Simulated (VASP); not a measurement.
# C (P6_3mc) in VASP: single point with PBE

Aim: the single point of C with PBE.

Everything below comes from runs of VASP 6.6.1. Logs are shortened: lines on timing, memory, paths and dates and some standing lists are left out, and cuts for length are marked.

### 1 The cell of the first run

Symmetry: P6_3mc, No. 186, hexagonal system. Conventional cell: a = 2.470 Å, b = 2.470 Å, c = 6.790 Å, α = 90.00°, β = 90.00°, γ = 120.00°. C (site symmetry 3m) has 3 C at 1.43 Å within 1.9 Å. Within 1.9 Å of C (site symmetry 3m) lie 3 C at 1.43 Å.

### 2 Single point, PBE

Input file INCAR:

```
PREC = Accurate ; ENCUT = 600
EDIFF = 1E-6 ; ISMEAR = -1
SIGMA = 0.1 ; LREAL = False
LASPH = True ; NELM = 120
ALGO = Normal ; ISIF = 2
LWAVE = False ; LCHARG = False
GGA = PE ; NBANDS = 16
GGA_COMPAT = False
```

Input file KPOINTS:

```
Automatic mesh
0
Gamma
  11 11 4
```

Input file POSCAR:

```
C
1.0
    2.4700000000      0.0000000000      0.0000000000
   -1.2350000000      2.1390827500      0.0000000000
    0.0000000000      0.0000000000      6.7900000000
C
4
Direct
    0.0000000000      0.0000000000      0.0000000000
    0.0000000000      0.0000000000      0.5000000000
    0.3333333333      0.6666666667      0.0050000000
    0.6666666667      0.3333333333      0.5050000000
```

Potentials or basis: VASP PAW PBE potentials, release 64 (C).

Launch:

```sh
> cat potpaw_PBE.64/C/POTCAR > POTCAR
> mpirun -np 1 vasp_std > vasp.out
```

OUTCAR:

```text
PREC = Accurate
   ENCUT = 600
   EDIFF = 1E-6
   ISMEAR = -1
   LREAL = False
   LASPH = True
   NELM = 120
   ISIF = 2
   GGA = PE

 ion  position               nearest neighbor table
   1  0.000  0.000  0.000-   3 1.43   3 1.43   3 1.43
   2  0.000  0.000  0.500-   4 1.43   4 1.43   4 1.43
   3  0.333  0.667  0.005-   1 1.43   1 1.43   1 1.43
   4  0.667  0.333  0.505-   2 1.43   2 1.43   2 1.43

  LATTYP: Found a hexagonal cell.
 ALAT       =     2.4700000000
 C/A-ratio  =     2.7489878543

  Lattice vectors:

 A1 = (   2.4700000000,   0.0000000000,   0.0000000000)
 A2 = (  -1.2350000000,   2.1390827500,   0.0000000000)
 A3 = (   0.0000000000,   0.0000000000,   6.7900000000)

Analysis of symmetry for initial positions (statically):
=====================================================================
 Subroutine PRICEL returns:
 Original cell was already a primitive cell.

 Routine SETGRP: Setting up the symmetry group for a
 hexagonal supercell.

 Subroutine GETGRP returns: Found 12 space group operations
 (whereof  6 operations were pure point group operations)
 out of a pool of 24 trial point group operations.

The static configuration has the point symmetry C_3v.
 The point group associated with its full space group is C_6v.

Analysis of symmetry for dynamics (positions and initial velocities):
=====================================================================
 Subroutine PRICEL returns:
 Original cell was already a primitive cell.

 Routine SETGRP: Setting up the symmetry group for a
 hexagonal supercell.

 Subroutine GETGRP returns: Found 12 space group operations
 (whereof  6 operations were pure point group operations)
 out of a pool of 24 trial point group operations.

The dynamic configuration has the point symmetry C_3v.
 The point group associated with its full space group is C_6v.

 Subroutine INISYM returns: Found 12 space group operations
 (whereof  6 operations are pure point group operations),
 and found     1 'primitive' translations

----------------------------------------------------------------------------------------

                                     Primitive cell

  volume of cell :      35.8752

  direct lattice vectors                    reciprocal lattice vectors
     2.470000000  0.000000000  0.000000000     0.404858300  0.233745048  0.000000000
    -1.235000000  2.139082750  0.000000000     0.000000000  0.467490096  0.000000000
     0.000000000  0.000000000  6.790000000     0.000000000  0.000000000  0.147275405

  length of vectors
     2.470000000  2.470000002  6.790000000     0.467490096  0.467490096  0.147275405

  position of ions in fractional coordinates (direct lattice)
     0.000000000  0.000000000  0.000000000
     0.000000000  0.000000000  0.500000000
     0.333333333  0.666666667  0.005000000
     0.666666667  0.333333333  0.505000000

  ion indices of the primitive-cell ions
   primitive index   ion index
                 1           1
                 2           2
                 3           3
                 4           4

----------------------------------------------------------------------------------------

 KPOINTS: Automatic mesh

Automatic generation of k-mesh.
 Grid dimensions read from file:
 generate k-points for:   11   11    4

 Generating k-lattice:

  Cartesian coordinates                     Fractional coordinates (reciprocal lattice)
     0.036805300  0.021249550  0.000000000     0.090909091  0.000000000  0.000000000
     0.000000000  0.042499100  0.000000000     0.000000000  0.090909091  0.000000000
     0.000000000  0.000000000  0.036818851     0.000000000  0.000000000  0.250000000

  Length of vectors
     0.042499100  0.042499100  0.036818851

  Shift w.r.t. Gamma in fractional coordinates (k-lattice)
     0.000000000  0.000000000  0.000000000

 Subroutine IBZKPT returns following result:
 ===========================================

 Found     48 irreducible k-points:

 Following reciprocal coordinates:
            Coordinates               Weight
  0.000000  0.000000  0.000000      1.000000
  0.090909 -0.000000  0.000000      6.000000
  0.181818 -0.000000  0.000000      6.000000
  0.272727 -0.000000  0.000000      6.000000
  0.363636 -0.000000  0.000000      6.000000
  0.454545 -0.000000  0.000000      6.000000
[... 16 lines left out ...]
  0.090909  0.090909  0.250000     12.000000
  0.181818  0.090909  0.250000     24.000000
 [... further k-points ...]
   k-points           NKPTS =     48   k-points in BZ     NKDIM =     48   number of bands    NBANDS=     16
   number of dos      NEDOS =    301   number of ions     NIONS =      4
   total plane-waves  NPLWV =  21600
   dimension x,y,z NGX =    20 NGY =   20 NGZ =   54
   dimension x,y,z NGXF=    40 NGYF=   40 NGZF=  108
   ions per type =               4
   NGX,Y,Z   is equivalent  to a cutoff of  13.46, 13.46, 13.22 a.u.
   NGXF,Y,Z  is equivalent  to a cutoff of  26.92, 26.92, 26.44 a.u.
 SYSTEM =  unknown system
   PREC   = accura    normal or accurate (medium, high low for compatibility)
   ISTART =      0    job   : 0-new  1-cont  2-samecut
   ICHARG =      2    charge: 1-file 2-atom 10-const
   ISPIN  =      1    spin polarized calculation?
   LNONCOLLINEAR =      F non collinear calculations
   LSORBIT =      F    spin-orbit coupling
   LASPH  =      T    aspherical Exc in radial PAW
   ENCUT  =  600.0 eV  44.10 Ry    6.64 a.u.   4.93  4.93 13.56*2*pi/ulx,y,z
   NELM   =    120;   NELMIN=  2; NELMDL= -5     # of ELM steps
   EDIFF  = 0.1E-05   stopping-criterion for ELM
   LREAL  =      F    real-space projection
   EDIFFG = 0.1E-04   stopping-criterion for IOM
   NSW    =      0    number of steps for IOM
   IBRION =     -1    ionic relax: 0-MD 1-quasi-New 2-CG
   NFREE  =      0    steps in history (QN), initial steepest desc. (CG)
   ISIF   =      2    stress and relaxation
   ISYM   =      2    0-nonsym 1-usesym 2-fastsym
   POTIM  = 0.5000    time-step for ionic-motion
   TEBEG  =    0.0;   TEEND  =   0.0 temperature during run
   PSTRESS=    0.0 pullay stress
   NELECT =      16.0000    total number of electrons
   NUPDOWN=      -1.0000    fix difference up-down
   EMIN   =  10.00;   EMAX   =-10.00  energy-range for DOS
   EFERMI =   0.00;   METHOD = LEGACY
   ISMEAR =    -1;   SIGMA  =   0.10  broadening in eV -4-tet -1-fermi 0-gaus
   EFERMI_NEDOS =   21; number of points for ismear=-14 and -15
   IALGO  =     38    algorithm
   IMIX   =      4    mixing-type and parameters
     AMIX     =   0.40;   BMIX     =  1.00
     AMIX_MAG =   1.60;   BMIX_MAG =  1.00
  volume/ion in A,a.u.               =       8.97        60.52
  Fermi-wavevector in a.u.,A,eV,Ry     =   1.250787  2.363645 21.285884  1.564468
  Thomas-Fermi vector in A             =   2.384765
   LORBIT       =      0    0 simple, 1 ext, 2 COOP (PROOUT), +10 PAW based schemes
   GGA     = PE    functional components
   LHFCALC =     F    Hartree Fock is set to
   AEXX    =    0.0000 exact exchange contribution
   IVDW    =     0    specifies the selected vdW correction
   LEPSILON=     F    determine dielectric tensor
   LRPA    =     F    only Hartree local field effects (RPA)
 non-spin polarized calculation
  energy-cutoff  :      600.00
  volume of cell :       35.88
 maximum number of plane-waves:      1226
 NGX is ok and might be reduce to    20
   NGX =  9   NGY =  9   NGZ = 27

 number of electron      16.0000001 magnetization

 Free energy of the ion-electron system (eV)
  ---------------------------------------------------
  ext. energy  EPLUGINS =         0.00000000
  ---------------------------------------------------
  free energy    TOTEN  =       -36.84619034 eV

  energy without entropy =      -36.84592660  energy(sigma->0) =      -36.84605847

 E-fermi :   4.5743     XC(G=0): -10.2312

 val. band max:        3.9806961093   @ k =   0.3636   0.2727   0.0000
 cond. band min:       5.2243479641   @ k =   0.3636   0.2727   0.2500
 fundamental gap:      1.2436518547
 Fermi energy:         4.5743073956

 k-point     1 :       0.0000    0.0000    0.0000
  band No.  band energies     occupation
      1     -15.0524      2.00000
      2     -14.7779      2.00000
      3      -3.8869      2.00000
      4      -2.0284      2.00000
      5       1.5247      2.00000
      6       1.5247      2.00000
[... 8 lines left out ...]
     15      15.7688      0.00000
     16      16.0403      0.00000

 k-point     2 :       0.0909   -0.0000    0.0000
  band No.  band energies     occupation
      1     -14.8561      2.00000
      2     -14.5848      2.00000
      3      -3.6491      2.00000
      4      -1.8058      2.00000
      5       0.7497      2.00000
      6       0.7822      2.00000
[... 8 lines left out ...]
     15      15.1163      0.00000
     16      15.4051      0.00000

 k-point     3 :       0.1818   -0.0000    0.0000
  band No.  band energies     occupation
      1     -14.2696      2.00000
      2     -14.0081      2.00000
      3      -2.9422      2.00000
      4      -1.1838      2.00000
      5      -1.1159      2.00000
      6      -1.0754      2.00000
[... 8 lines left out ...]
     15      15.7605      0.00000
     16      15.8048      0.00000

 k-point     4 :       0.2727   -0.0000    0.0000
  band No.  band energies     occupation
      1     -13.3017      2.00000
      2     -13.0561      2.00000
      3      -3.4998      2.00000
      4      -3.4015      2.00000
      5      -1.7869      2.00000
      6      -0.7098      2.00000
[... 8 lines left out ...]
     15      18.6247      0.00000
     16      18.6651      0.00000
[... 324 lines left out ...]
 k-point    22 :       0.4545   -0.0000    0.2500
  band No.  band energies     occupation
      1     -10.3268      2.00000
      2     -10.1962      2.00000
      3      -8.0528      2.00000
      4      -7.9469      2.00000
      5      -1.7986      2.00000
      6      -1.7634      2.00000
[... 8 lines left out ...]
     15      18.0788      0.00000
     16      19.6100      0.00000

 k-point    23 :       0.0909    0.0909    0.2500
  band No.  band energies     occupation
      1     -14.4278      2.00000
      2     -14.2407      2.00000
      3      -2.9485      2.00000
      4      -1.6803      2.00000
      5      -0.4220      2.00000
      6      -0.4006      2.00000
[... 8 lines left out ...]
     15      14.5710      0.00000
     16      14.6196      0.00000

 k-point    24 :       0.1818    0.0909    0.2500
  band No.  band energies     occupation
      1     -13.6523      2.00000
      2     -13.4743      2.00000
      3      -2.3531      2.00000
      4      -2.3077      2.00000
      5      -2.0178      2.00000
      6      -0.8036      2.00000
[... 8 lines left out ...]
     15      16.2051      0.00000
     16      16.3256      0.00000

 [... further k-points ...]
[... 5 lines left out ...]
  --------------------------------------------------------------------------------------
  -------------------------------------------------------------------------------------
  Total       -0.4243419     -0.4243419      0.5644153      0.0000000      0.0000000      0.0000000
  in kB      -18.9510010    -18.9510010     25.2066432      0.0000000      0.0000000      0.0000000
  external PRESSURE =      -4.2317863 kB  Pullay stress =       0.0000000 kB

 VOLUME and BASIS-vectors are now :
 -----------------------------------------------------------------------------
  energy-cutoff  :      600.00
  volume of cell :       35.88
      direct lattice vectors                 reciprocal lattice vectors
     2.470000000  0.000000000  0.000000000     0.404858300  0.233745048  0.000000000
    -1.235000000  2.139082750  0.000000000     0.000000000  0.467490096  0.000000000
     0.000000000  0.000000000  6.790000000     0.000000000  0.000000000  0.147275405

 POSITION                                       TOTAL-FORCE (eV/Angst)
 -----------------------------------------------------------------------------------
      0.00000      0.00000      0.00000         0.000000     -0.000000      0.567998
      0.00000      0.00000      3.39500        -0.000000      0.000000      0.567998
     -0.00000      1.42606      0.03395         0.000000      0.000000     -0.567998
      1.23500      0.71303      3.42895        -0.000000     -0.000000     -0.567998
 -----------------------------------------------------------------------------------
    total drift:                                0.000000      0.000000      0.000050

  FREE ENERGIE OF THE ION-ELECTRON SYSTEM (eV)
  ---------------------------------------------------
  free  energy   TOTEN  =       -36.8461903389 eV

  energy  without entropy=      -36.8459265952  energy(sigma->0) =      -36.84605847
```

Wall time 20 s (1 thread of Intel Xeon Platinum 8375C at 2.90GHz (Ice Lake), shared host); peak memory 0.16 GiB.

What came out:

- Free energy: -36.8462 eV
- Pressure: -0.4 GPa
- Largest force: 0.568 eV/Å
- Band gap on the k mesh: 1.24 eV, direct

Forces in eV/Å, atoms in the order of the input:
```
C    0.000  0.000  0.568
C    0.000  0.000  0.568
C    0.000  0.000 -0.568
C    0.000  0.000 -0.568
```

Stress tensor (GPa, compression positive):
```
-1.90  0.00  0.00
 0.00 -1.90  0.00
 0.00  0.00  2.52
```

Caveat: this functional lacks dispersion, which binds the layers, so the pressure and a relaxed spacing across them are unreliable.
